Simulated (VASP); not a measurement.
**WC: single point with PBE**

The system is WC.

```
CELL_PARAMETERS angstrom
2.92177 0.00000 0.00000
-1.46089 3.80899 0.00000
0.00000 -2.12808 1.89133
ATOMIC_POSITIONS crystal
W 0.00000 0.00000 0.00000
C 0.33333 0.66667 0.16667
```

| Quantity | Value |
| --- | --- |
| Program | VASP 6.6.1 |
| Task | single point |
| Functional | PBE |
| Potentials or basis | VASP PAW PBE potentials, release 64 (W_sv, C) |
| Cutoff | 520 eV |
| k mesh | 13 × 9 × 18 |
| Occupations | gaussian, width 0.1 eV |
| Spin | no spin polarisation |

```
Pressure               : 1.1 GPa
Band gap on the k mesh : zero (bands 9 and 10 overlap by 1.19 eV)
```

Forces in eV/Å, atoms in the order of the input:
```
W    0.000  0.002  0.002
C    0.000 -0.002 -0.002
```

Stress tensor (GPa, compression positive):
```
 1.05 -0.09 -0.10
-0.09  1.10 -0.06
-0.10 -0.06  1.09
```

Levels at points of the mesh, in eV from the Fermi level:
```tsv
k point	band 7	band 8	band 9	band 10	band 11	band 12
(0.00, 0.00, 0.00)	-3.28	-3.28	0.11	3.18	3.18	5.56
(0.00, 0.00, 0.50)	-4.25	-4.15	0.26	4.34	5.21	6.51
```

Wall time 6.9 min on 1 thread of Intel Xeon 8259CL, on a shared host, peak memory 0.45 GiB.

Caveat: spin-orbit coupling is left out, which moves the levels of the heavy elements.
